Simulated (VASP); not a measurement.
MgO: single point with LDA

MgO:

```
Mg O
1.0
     3.30779    0.00000    0.00000
    -1.65389    2.86463    0.00000
     0.00000    0.00000    4.98288
Mg O
2 2
Direct
  0.33333 0.66667 0.00216
  0.66667 0.33333 0.50216
  0.33333 0.66667 0.40244
  0.66667 0.33333 0.90244
```

```
Program             : VASP 6.6.1
Task                : single point
Functional          : LDA
Potentials or basis : VASP PAW LDA potentials, release 64 (Mg, O)
Cutoff              : 600 eV
k mesh              : 3 × 3 × 2
Occupations         : methfessel-paxton, width 0.05 eV
Spin                : no spin polarisation
```

```yaml
Pressure: -5.6 GPa
Largest_force: 0.039 eV/Å
Band_gap_on_the_k_mesh: 3.34 eV
```

Forces on the atoms (eV/Å):
```
Mg   0.000  0.000  0.039
Mg   0.000  0.000  0.039
O    0.000  0.000 -0.039
O    0.000  0.000 -0.039
```

Stress tensor (GPa, compression positive):
```
-5.67  0.00  0.00
 0.00 -5.67  0.00
 0.00  0.00 -5.40
```

Levels at points of the mesh, in eV from the valence-band top:
```tsv
k point	band 4	band 5	band 6	band 7	band 8	band 9	band 10	band 11	band 12	band 13
(0.00, 0.00, 0.00)	-0.80	-0.80	-0.45	-0.45	0.00	3.34	8.30	10.15	13.79	13.79
(0.00, 0.00, 0.50)	-2.07	-0.63	-0.63	-0.63	-0.63	5.85	5.85	12.95	12.95	14.27
```

It took 5.8 s on 1 thread of Intel(R) Xeon(R) Platinum 8375C CPU @ 2.90GHz (Ice Lake), with other jobs on the host, peak memory 0.15 GiB.

Caveat: the k points lie up to 0.73 Å⁻¹ apart.
